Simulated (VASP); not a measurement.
SnO: single point with PBE+D3(BJ)

Slab: SnO, a slab with vacuum.

```
Sn O
1.0
     3.82056    0.00000    0.00000
     0.00000    3.82056    0.00000
     0.00000    0.00000   30.63340
Sn O
2 2
Cartesian
  1.9103 0.0000 14.1347
  0.0000 1.9103 16.4987
  0.0000 0.0000 15.3167
  1.9103 1.9103 15.3167
```

```yaml
Program: VASP 6.6.1
Task: single point
Functional: PBE
Dispersion: D3(BJ)
Potentials_or_basis: VASP PAW PBE potentials, release 64 (Sn_d, O)
Cutoff: 520 eV
k_mesh: 6 × 6 × 1
Occupations: gaussian, width 0.02 eV
Spin: no spin polarisation
```

```
Largest force              : 0.086 eV/Å
Band gap on the k mesh     : 3.09 eV, indirect (least direct gap 3.14 eV)
Dispersion energy per atom : -0.137 eV
```

Forces on the atoms (eV/Å):
```
Sn   0.000  0.000 -0.086
Sn   0.000  0.000  0.086
O    0.000  0.000  0.000
O    0.000  0.000  0.000
```

Levels at points of the mesh, in eV from the valence-band top:
| k point | band 16 | band 17 | band 18 | band 19 | band 20 | band 21 | band 22 | band 23 | band 24 | band 25 |
| --- | --- | --- | --- | --- | --- | --- | --- | --- | --- | --- |
| (0.00, 0.00, 0.00) | -3.71 | -2.08 | -1.67 | -1.67 | -0.05 | 3.09 | 3.16 | 5.22 | 5.28 | 5.57 |
| (0.50, 0.00, 0.00) | -3.70 | -3.30 | -3.30 | -0.52 | -0.52 | 3.21 | 3.21 | 5.79 | 5.79 | 7.27 |
| (0.50, 0.50, 0.00) | -3.86 | -1.03 | -1.03 | -0.67 | -0.67 | 3.12 | 3.12 | 5.23 | 5.23 | 6.56 |

It took 4.8 min on 1 thread of AMD EPYC 7R13, on a shared host, peak memory 0.44 GiB.

Caveat: spin-orbit coupling is left out, which moves the levels of the heavy elements.
